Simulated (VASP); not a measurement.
A run of VASP 6.6.1 is set up as follows.

File INCAR:

```
SYSTEM = ZrB2
PREC = Accurate
ENCUT = 420
EDIFF = 1E-6
ISMEAR = -1
SIGMA = 0.08
LREAL = .FALSE.
LASPH = .TRUE.
NELM = 120
ALGO = Normal
ISIF = 2
LWAVE = .FALSE.
LCHARG = .FALSE.
GGA = PE
NBANDS = 16
GGA_COMPAT = .FALSE.
```

Contents of KPOINTS:

```
Automatic mesh
0
G
  7 7 5
  0 0 0
```

POSCAR

```
ZrB2
1.0
    3.1700000000      0.0000000000      0.0000000000
   -1.5850000000      2.7453005300      0.0000000000
    0.0000000000      0.0000000000      3.5330000000
Zr B
1 2
Direct
   -0.0064947787      0.0085050798     -0.0003566374
    0.3385931444      0.6590884970      0.4944279649
    0.6687522135      0.3618135753      0.5034964619
```

Potentials or basis: VASP PAW PBE potentials, release 64 (Zr_sv, B).

Run with:

```bash
$ cat potpaw_PBE.64/Zr_sv/POTCAR potpaw_PBE.64/B/POTCAR > POTCAR
$ mpirun -np 1 vasp_std > vasp.out
```

Task: Predict the largest force.

Result: 1.508 eV/Å.

Task: What does it give for the pressure?

Result: 2.2 GPa.

Task: What does it give for the band gap on the k mesh?

Result: Zero (bands 9 and 10 overlap by 0.53 eV).

Forces in eV/Å, atoms in the order of the input:
```
Zr   0.360  0.092 -0.035
B   -1.115  0.998  0.186
B    0.754 -1.090 -0.151
```

Caveat: forces of over 1 eV/Å act on the atoms, so gaps and moduli don't describe the material at rest.
